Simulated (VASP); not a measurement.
The system is Ir.

```
Ir
1.0
     0.00000    1.91560    1.91560
     1.91560    0.00000    1.91560
     1.91560    1.91560    0.00000
Ir
1
Direct
  0.00000 0.00000 0.00000
```

- Program: VASP 6.6.1
- Task: relaxation of cell and atoms
- Functional: PBEsol
- Dispersion: D3(BJ)
- Potentials or basis: VASP PAW PBE potentials, release 64 (Ir)
- Cutoff: 600 eV
- k mesh: 12 × 12 × 12
- Occupations: fermi-dirac, width 0.05 eV
- Spin: no spin polarisation

At the start: pressure -7.9 GPa; volume 14.06 Å³/atom.

Task: How do energy, volume and symmetry change on relaxing?

Result: Over 4 steps the energy falls by 7.0 meV/atom and the volume is 13.78 Å³/atom (-2.0 %); space group Fm-3m (No. 225, to 0.05 Å).

The path:
```
step  energy change (eV)  largest force (eV/Å)  pressure (GPa)  volume (Å³)
   1              0.0000                0.0000           -7.89        14.06
   2              0.1236                0.0000           41.93        12.70
   3             -0.0070                0.0000           -0.30        13.79
   4             -0.0070                0.0000           -0.03        13.78
```

Final structure:
```
Ir
1.0
     0.00000    1.90298    1.90298
     1.90298    0.00000    1.90298
     1.90298    1.90298    0.00000
Ir
1
Cartesian
  0.0000 0.0000 0.0000
```

Caveat: the PAW data sets were made with another functional, which shifts forces and pressure a little; pairwise dispersion overbinds metals, which lowers pressure and volume.
